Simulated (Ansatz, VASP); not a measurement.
**CdHg3S4: VASP beside Ansatz**

File INCAR:

```
SYSTEM = CdHg3S4
ALGO = Normal
EDIFF = 1E-6
EDIFFG = -0.04
ENCUT = 600
GGA = PE
IBRION = 2
ISIF = 3
ISMEAR = 0
LASPH = .TRUE.
LCHARG = .FALSE.
LREAL = .FALSE.
LWAVE = .FALSE.
NELM = 100
NSW = 90
PREC = Accurate
SIGMA = 0.1
```

File KPOINTS:

```
k-points
0
G
  6 6 2
  0 0 0
```

The input POSCAR:

```
CdHg3S4
1.0
    4.1377092100      0.0000000000      0.0000000000
   -2.0688546000      3.5833612900      0.0000000000
    0.0000000000      0.0000000000     13.4579875100
Cd Hg S
1 3 4
Direct
    0.3333333300      0.6666666700      0.0001121800
    0.6666666700      0.3333333300      0.2501121800
    0.6666666700      0.3333333300      0.7501121800
    0.3333333300      0.6666666700      0.5001121800
    0.6666666700      0.3333333300      0.4383878100
    0.6666666700      0.3333333300      0.9383878100
    0.3333333300      0.6666666700      0.1883878100
    0.3333333300      0.6666666700      0.6883878100
```

Input for Ansatz:

```yaml
crystal:
  lattice:
    - [4.13770921, 0.0, 0.0]
    - [-2.0688546, 3.58336129, 0.0]
    - [0.0, 0.0, 13.45798751]
  atoms:
    - { symbol: Cd, position: [0.33333333, 0.66666667, 0.00011218] }
    - { symbol: Hg, position: [0.66666667, 0.33333333, 0.25011218] }
    - { symbol: Hg, position: [0.66666667, 0.33333333, 0.75011218] }
    - { symbol: Hg, position: [0.33333333, 0.66666667, 0.50011218] }
    - { symbol: S, position: [0.66666667, 0.33333333, 0.43838781] }
    - { symbol: S, position: [0.66666667, 0.33333333, 0.93838781] }
    - { symbol: S, position: [0.33333333, 0.66666667, 0.18838781] }
    - { symbol: S, position: [0.33333333, 0.66666667, 0.68838781] }
basis:
  ecutwfc: 420
kpoints:
  mp_grid: { grid: [6, 6, 2] }
hamiltonian:
  xc: pbe
scf:
  occupations: { method: gaussian, width: 0.1 }
  lower_state_search: "off"
output:
  forces: true
  stress: true
  eigenvalues: true
relax:
  adjacent_minimum: "off"
  f_tol: 0.04
  max_steps: 70
  cell: { stress_tol: 0.4 }
```

Alike in both runs: task relaxation of cell and atoms; functional PBE; k mesh 6 × 6 × 2; occupations gaussian, width 0.1 eV; no spin polarisation.

|  | VASP | Ansatz |
| --- | --- | --- |
| version | VASP 6.6.1 | Ansatz 0.2.0 |
| potentials or method | VASP PAW PBE potentials, release 64 (Cd, Hg, S), cutoff 600 eV | scalar-relativistic, plane waves, PAW |
| valence electrons in the cell | 72 | 104 |

```csv
,VASP,Ansatz,Ansatz less VASP
"gap on the k mesh at the Fermi level, each at its own relaxed structure (eV)",none,none,-
relaxed volume (Å³/atom),26.79,26.72,-0.071
relaxed cell length with the largest relative difference (Å),4.235,4.230,-0.0045
```

A gap of «none» marks a metal or a gap that the smearing closes. VASP's potentials hold 72 valence electrons a cell and Ansatz's 104, so a difference there can come from the potentials and not from the codes.

Spin-orbit coupling is off throughout.
